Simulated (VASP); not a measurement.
A run of VASP 6.6.1 is set up as follows.

Contents of INCAR:

```
  PREC = Accurate
  ENCUT = 520
  EDIFF = 1E-6
  ISMEAR = -1
  SIGMA = 0.01
  LREAL = F
  LASPH = T
  NELM = 60
  ALGO = Normal
  ISIF = 2
  LWAVE = F
  LCHARG = F
  GGA = PS
  NBANDS = 24
```

The input KPOINTS:

```
Automatic mesh
0
Gamma
  9 9 5
```

POSCAR

```
TaN
1.0
    3.0500010905      0.0305000109      0.0305000109
   -1.4985867610      2.6261284206      0.0111637788
    0.0494000000      0.0494000000      4.9400000000
Ta N
2 2
Direct
    0.3333333333      0.6666666667      0.0000000000
    0.6666666667      0.3333333333      0.5000000000
    0.3333333333      0.6666666667      0.3850000000
    0.6666666667      0.3333333333      0.8850000000
```

Potentials or basis: VASP PAW PBE potentials, release 64 (Ta_pv, N).

The run is started by

```sh
$ cat potpaw_PBE.64/Ta_pv/POTCAR potpaw_PBE.64/N/POTCAR > POTCAR
$ mpirun -np 1 vasp_std > vasp.out
```

(1) What does it give for the pressure?

(2) Predict the largest force.

(3) Predict the band gap on the k mesh.

Results:

(1) 129.8 GPa.

(2) 2.643 eV/Å.

(3) zero (band 16 reaches 10.21 eV, above the bottom of band 17 at 7.99 eV).

Caveat: the cell differs from its parent crystal (equal xy, yz and zx shear strains of +2 %); the PAW data sets were made with another functional, which shifts forces and pressure a little; spin-orbit coupling is left out, which moves the levels of the heavy elements.
